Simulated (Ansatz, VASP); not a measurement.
# Li2O: VASP beside Ansatz

Contents of INCAR:

```
ALGO = Normal
EDIFF = 1E-6
ENCUT = 750
GGA = PS
GGA_COMPAT = F
ISIF = 2
ISMEAR = 0
LASPH = T
LCHARG = F
LREAL = F
LWAVE = F
NBANDS = 13
NELM = 120
PREC = Accurate
SIGMA = 0.02
```

The input KPOINTS:

```
k-points
0
Gamma
  6 6 6
```

File POSCAR:

```
Li2O
1.0
    0.0000000000      2.2890547227      2.2890547227
    2.2890547227      0.0000000000      2.2890547227
    2.2890547227      2.2890547227      0.0000000000
Li O
2 1
Direct
    0.2500000000      0.2500000000      0.2500000000
    0.7500000000      0.7500000000      0.7500000000
    0.0000000000      0.0000000000      0.0000000000
```

Input for Ansatz:

```yaml
crystal:
  lattice:
    - [0.0, 2.2890547227, 2.2890547227]
    - [2.2890547227, 0.0, 2.2890547227]
    - [2.2890547227, 2.2890547227, 0.0]
  atoms:
    - { symbol: Li, position: [0.25, 0.25, 0.25] }
    - { symbol: Li, position: [0.75, 0.75, 0.75] }
    - { symbol: O, position: [0.0, 0.0, 0.0] }
basis:
  ecutwfc: 420
kpoints:
  mp_grid: { grid: [6, 6, 6] }
hamiltonian:
  xc: pbesol
  pseudopotentials: { kind: paw, azcp: { folder: soft_1 } }
scf:
  occupations: { method: gaussian, width: 0.02 }
output:
  forces: true
  stress: true
  eigenvalues: true
```

Alike in both runs: task single point; functional PBEsol; k mesh 6 × 6 × 6; occupations gaussian, width 0.02 eV; no spin polarisation.

```csv
,VASP,Ansatz
version,VASP 6.6.1,Ansatz 0.2.0
potentials or method,"VASP PAW PBE potentials, release 64 (Li_sv, O), cutoff 750 eV","scalar-relativistic, plane waves, PAW"
valence electrons in the cell,12,12
```

VASP gave:

* gap on the k mesh at the Fermi level (eV): 4.87
* least direct gap on the mesh (eV): 5.35
* pressure (GPa): 0.2

Task: Which values does Ansatz return?

Result: gap on the k mesh at the Fermi level (eV): 4.88; least direct gap on the mesh (eV): 5.35; pressure (GPa): 0.0.

VASP's potentials were made for PBE, not for PBEsol, and Ansatz warns of the same on its side.
